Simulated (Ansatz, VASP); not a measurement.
## SnSe2 in VASP and in Ansatz

```
Sn Se
1.0
     3.81100    0.00000    0.00000
    -1.90550    3.30042    0.00000
     0.00000    0.00000    6.13700
Sn Se
1 2
Direct
  0.00000 0.00000 0.00000
  0.31935 0.63871 0.23951
  0.65269 0.30537 0.73951
```

Change from the starting cell: all Se atoms moved +0.113 Å, as atom 2 towards its neighbour atom 1 (Sn) at 2.682 Å.

Alike in both runs: task single point; functional PBE; k mesh 12 × 12 × 6; occupations gaussian, width 0.05 eV; no spin polarisation.

```csv
,VASP,Ansatz
version,VASP 6.6.1,Ansatz 0.2.0
potentials or method,"VASP PAW PBE potentials, release 64 (Sn_d, Se), cutoff 520 eV","scalar-relativistic, plane waves, PAW"
valence electrons in the cell,26,46
```

```tsv
	VASP	Ansatz	Ansatz less VASP
gap on the k mesh at the Fermi level (eV)	0.68	0.69	+0.005
least direct gap on the mesh (eV)	1.04	1.05	+0.011
pressure (GPa)	5.7	5.6	-0.08
traceless stress, the component that is largest in VASP (GPa)	-0.87	-0.87	+0.001
rms of the force components (eV/Å)	0.636	0.629	-0.0069
```

Atom by atom the forces differ by 0.008 eV/Å (rms over components). VASP's potentials hold 26 valence electrons a cell and Ansatz's 46, so a difference there can come from the potentials and not from the codes.
